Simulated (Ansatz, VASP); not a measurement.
# ZnSe in VASP and in Ansatz

Contents of INCAR:

```
SYSTEM = ZnSe
  ALGO = Normal
  EDIFF = 1E-6
  ENCUT = 500
  GGA = PE
  GGA_COMPAT = .FALSE.
  ISIF = 2
  ISMEAR = 0
  IVDW = 12
  LASPH = .TRUE.
  LCHARG = .FALSE.
  LREAL = .FALSE.
  LWAVE = .FALSE.
  NBANDS = 16
  NELM = 120
  PREC = Accurate
  SIGMA = 0.1
```

The input KPOINTS:

```
k-points
0
G
  6 6 6
  0 0 0
```

POSCAR

```
ZnSe
1.0
    0.0000000000      2.8338000000      2.8338000000
    2.8338000000      0.0000000000      2.8338000000
    2.8338000000      2.8338000000      0.0000000000
Zn Se
1 1
Direct
    0.0000000000      0.0000000000      0.0000000000
    0.7500000000      0.7500000000      0.7500000000
```

Input for Ansatz:

```yaml
crystal:
  lattice:
    - [0.0, 2.8338, 2.8338]
    - [2.8338, 0.0, 2.8338]
    - [2.8338, 2.8338, 0.0]
  atoms:
    - { symbol: Zn, position: [0.0, 0.0, 0.0] }
    - { symbol: Se, position: [0.75, 0.75, 0.75] }
basis:
  ecutwfc: 420
kpoints:
  mp_grid: { grid: [6, 6, 6] }
hamiltonian:
  xc: pbe
  dispersion: d3bj
scf:
  occupations: { method: gaussian, width: 0.1 }
output:
  forces: true
  stress: true
  eigenvalues: true
```

Alike in both runs: task single point; functional PBE; dispersion D3(BJ); k mesh 6 × 6 × 6; occupations gaussian, width 0.1 eV; no spin polarisation.

```csv
,VASP,Ansatz
version,VASP 6.6.1,Ansatz 0.2.0
potentials or method,"VASP PAW PBE potentials, release 64 (Zn, Se), cutoff 500 eV","scalar-relativistic, plane waves, PAW"
valence electrons in the cell,18,28
```

```tsv
	VASP	Ansatz	Ansatz less VASP
gap on the k mesh at the Fermi level (eV)	1.29	1.29	-0.002
least direct gap on the mesh (eV)	1.29	1.29	-0.002
pressure (GPa)	-0.2	-0.4	-0.24
```

VASP's potentials hold 18 valence electrons a cell and Ansatz's 28, so a difference there can come from the potentials and not from the codes.
